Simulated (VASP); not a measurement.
Input of a VASP 6.6.1 run:

INCAR

```
  ALGO = Normal
  EDIFF = 1E-6
  ENCUT = 520
  ISIF = 2
  ISMEAR = 0
  LASPH = True
  LCHARG = False
  LREAL = False
  LWAVE = False
  NBANDS = 8
  NELM = 80
  PREC = Accurate
  SIGMA = 0.15
```

File KPOINTS:

```
k-points
0
Gamma
  20 20 20
```

Contents of POSCAR:

```
Al
1.0
   -1.6309991572      1.6309991572      1.5514382228
    1.6309991572     -1.6309991572      1.5514382228
    1.6309991572      1.6309991572     -1.5514382228
Al
1
Direct
    0.0000000000      0.0000000000      0.0000000000
```

Potentials or basis: VASP PAW LDA potentials, release 64 (Al).

Run with:

```console
$ cat potpaw_LDA.64/Al/POTCAR > POTCAR
$ mpirun -np 1 vasp_std > vasp.out
```

Task: Estimate the band gap on the k mesh.

Result: Zero (an odd number of electrons rules out a gap without spin polarisation).

Task: What does it give for the pressure?

Result: -1.3 GPa.

Stress tensor (GPa, compression positive):
```
-0.68  0.00  0.00
 0.00 -0.68  0.00
 0.00  0.00 -2.61
```

Caveat: the cell differs from its parent crystal (strain +0.025 along x and y, -0.025 along z).
